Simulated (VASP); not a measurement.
The system is W.

```
W
1.0
     2.57708    0.00000    0.00000
     0.00000    2.57708    0.00000
     0.00000    0.00000    2.57708
W
1
Direct
  0.00000 0.00000 0.00000
```

| Item | Value |
| --- | --- |
| Program | VASP 6.6.1 |
| Task | relaxation of cell and atoms |
| Functional | RPBE |
| Potentials or basis | VASP PAW PBE potentials, release 64 (W_sv) |
| Cutoff | 600 eV |
| k mesh | 12 × 12 × 12 |
| Occupations | fermi-dirac, width 0.1 eV |
| Spin | no spin polarisation |

At the start: pressure 21.9 GPa; volume 17.12 Å³/atom.

Where does the relaxation end?

Over 18 steps the energy falls by 97.3 meV/atom and the volume is 18.65 Å³/atom (+9.0 %); space group Pm-3m (No. 221, to 0.05 Å).

The path:
| step | energy change (eV) | largest force (eV/Å) | pressure (GPa) | volume (Å³) |
| --- | --- | --- | --- | --- |
| 1 | 0.0000 | 0.0000 | 21.86 | 17.12 |
| 2 | 0.4654 | 0.0000 | -29.70 | 23.57 |
| 3 | -0.0965 | 0.0000 | -1.67 | 18.80 |
| 4 | -0.0973 | 0.0000 | -0.18 | 18.67 |
| 5 | -0.0973 | 0.0000 | 0.19 | 18.64 |
| 6 | -0.0973 | 0.0000 | 0.21 | 18.64 |
| 7 | -0.0973 | 0.0000 | 0.24 | 18.64 |
| 8 | -0.0973 | 0.0000 | 0.17 | 18.64 |
| 9 | -0.0973 | 0.0000 | 0.17 | 18.64 |
| 10 | -0.0973 | 0.0000 | 0.17 | 18.64 |
| 11 | -0.0973 | 0.0000 | 0.17 | 18.64 |
| 12 | -0.0973 | 0.0000 | 0.17 | 18.64 |
| 13 | -0.0973 | 0.0000 | 0.17 | 18.64 |
| 14 | -0.0973 | 0.0000 | 0.18 | 18.64 |
| 15 | -0.0973 | 0.0000 | 0.20 | 18.64 |
| 16 | -0.0973 | 0.0000 | 0.15 | 18.64 |
| 17 | -0.0973 | 0.0000 | 0.11 | 18.65 |
| 18 | -0.0973 | 0.0000 | 0.02 | 18.65 |

Final structure:
```
CELL_PARAMETERS angstrom
2.65209 0.00000 0.00000
0.00000 2.65209 0.00000
0.00000 0.00000 2.65209
ATOMIC_POSITIONS crystal
W 0.00000 0.00000 0.00000
```

Caveat: the PAW data sets were made with another functional, which shifts forces and pressure a little.
